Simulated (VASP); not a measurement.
Here is a VASP 6.6.1 calculation.

INCAR

```
SYSTEM = N
PREC     = Accurate       ! precision mode
ENCUT    = 520            ! plane-wave cutoff, eV
EDIFF    = 1E-7           ! SCF threshold, eV
ISMEAR   = 0              ! smearing method
SIGMA    = 0.05           ! smearing width, eV
LREAL    = Auto         
LASPH    = .True.         ! aspherical terms in the spheres
NELM     = 60             ! most SCF steps
ALGO     = Normal         ! electronic algorithm
ISIF     = 2              ! what is computed and relaxed
LWAVE    = .False.        ! write WAVECAR
LCHARG   = .False.        ! write CHGCAR
GGA      = PE             ! functional
IVDW     = 12             ! dispersion correction
NBANDS   = 50             ! bands
```

The input KPOINTS:

```
Automatic mesh
0
Gamma
  4 4 4
  0 0 0
```

POSCAR

```
N
1.0
   -5.6360689873      5.6360689873      0.0000000000
    0.0000000000      5.6360689873     -5.6360689873
   -5.6360689873      0.0000000000     -5.6360689873
N
15
Direct
    0.0250208967      0.0297502569      0.9153009858
    0.0250208967      0.9153009858      0.5299277753
    0.5045593846      0.4196423971      0.0462534260
    0.9633789104      0.5122070022      0.5122070022
    0.4118988794      0.0293670110      0.0293670110
    0.5045594734      0.0462533373      0.5295447956
    0.0250208967      0.5299277753      0.0297502569
    0.9678095695      0.9752880088      0.0845984144
    0.4889261480      0.4725871003      0.5825900122
    0.4889262367      0.5825899235      0.9558967451
    0.9678094807      0.0845985032      0.4723040130
    0.5811503563      0.9729498543      0.9729498543
    0.5045593846      0.5295448843      0.4196423971
    0.9678094807      0.4723040130      0.9752880975
    0.4889261480      0.9558968338      0.4725871003
```

Potentials or basis: VASP PAW PBE potentials, release 64 (N).

The run is started by

```console
$ cat potpaw_PBE.64/N/POTCAR > POTCAR
$ mpirun -np 1 vasp_std > vasp.out
```

**Question.** What does it give for the largest force?

**Answer.** 1.752 eV/Å.

**Question.** Predict the band gap on the k mesh.

**Answer.** Zero (an odd number of electrons rules out a gap without spin polarisation).

**Question.** Predict the dispersion energy per atom.

**Answer.** -0.052 eV.

Stress tensor (GPa, compression positive):
```
 1.72  0.42  0.42
 0.42  1.72 -0.42
 0.42 -0.42  1.72
```

Caveat: the standard files for N, O and F lose accuracy on very short bonds; an odd number of electrons without spin polarisation forces a metal; a magnetic or distorted state may lie lower.
